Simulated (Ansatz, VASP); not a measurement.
# TiRh: VASP beside Ansatz

```
CELL_PARAMETERS angstrom
3.04458 0.00000 0.00000
0.00000 3.04458 0.00000
0.00000 0.00000 3.04458
ATOMIC_POSITIONS crystal
Ti 0.50000 0.50000 0.50000
Rh 0.00000 0.00000 0.00000
```

Alike in both runs: functional LDA; k mesh 13 × 13 × 13; occupations fermi-dirac, width 0.05 eV; no spin polarisation.

Ansatz relaxed the structure, and its values are those at the end. VASP's run is a single point on that final structure, the one shown.

|  | VASP | Ansatz |
| --- | --- | --- |
| version | VASP 6.6.1 | Ansatz 0.2.0 |
| potentials or method | VASP PAW LDA potentials, release 64 (Ti_sv, Rh_pv) | PAW with Ansatz's default frozen-core files, scalar-relativistic |
| plane-wave cutoff (eV) | 520 | 420 |
| valence electrons in the cell | 27 | 29 |

|  | VASP | Ansatz | Ansatz less VASP |
| --- | --- | --- | --- |
| pressure (GPa) | 0.4 | 0.0 | -0.40 |

LDA's correlation is that of Perdew and Zunger in VASP and of Perdew and Wang (1992) in Ansatz. VASP's potentials hold 27 valence electrons a cell and Ansatz's 29, so a difference there can come from the potentials and not from the codes.
